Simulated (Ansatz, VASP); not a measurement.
**One calculation of N, two programs**

```
N
1.0
     5.76510    0.00000    0.00000
     0.00000    5.76510    0.00000
     0.00000    0.00000    5.76510
N
8
Direct
  0.05474 0.05474 0.05474
  0.44526 0.94526 0.55474
  0.55474 0.44526 0.94526
  0.94526 0.55474 0.44526
  0.94528 0.94528 0.94528
  0.55472 0.05472 0.44528
  0.44528 0.55472 0.05472
  0.05472 0.44528 0.55472
```

Alike in both runs: functional r2SCAN; k mesh 4 × 4 × 4; occupations gaussian, width 0.02 eV; no spin polarisation.

Ansatz relaxed the structure, and its values are those at the end. VASP's run is a single point on that final structure, the one shown.

```csv
,VASP,Ansatz
version,VASP 6.6.1,Ansatz 0.2.0
potentials or method,"VASP PAW PBE potentials, release 64 (N), cutoff 520 eV","scalar-relativistic, plane waves, PAW"
valence electrons in the cell,40,40
```

VASP gave:

```
gap on the k mesh at the Fermi level (eV) : 8.23
least direct gap on the mesh (eV)         : 8.25
pressure (GPa)                            : 2.5
rms of the force components (eV/Å)        : 1.330
```

Which values does Ansatz return?

gap on the k mesh at the Fermi level (eV): 8.27; least direct gap on the mesh (eV): 8.29; pressure (GPa): 0.0; rms of the force components (eV/Å): 0.006.

VASP's potentials were made for PBE, not for r2SCAN. One of these differences is far larger than is usual between the two programs; its cause wasn't traced.

Noted on VASP's run: the standard files for N, O and F lose accuracy on very short bonds.
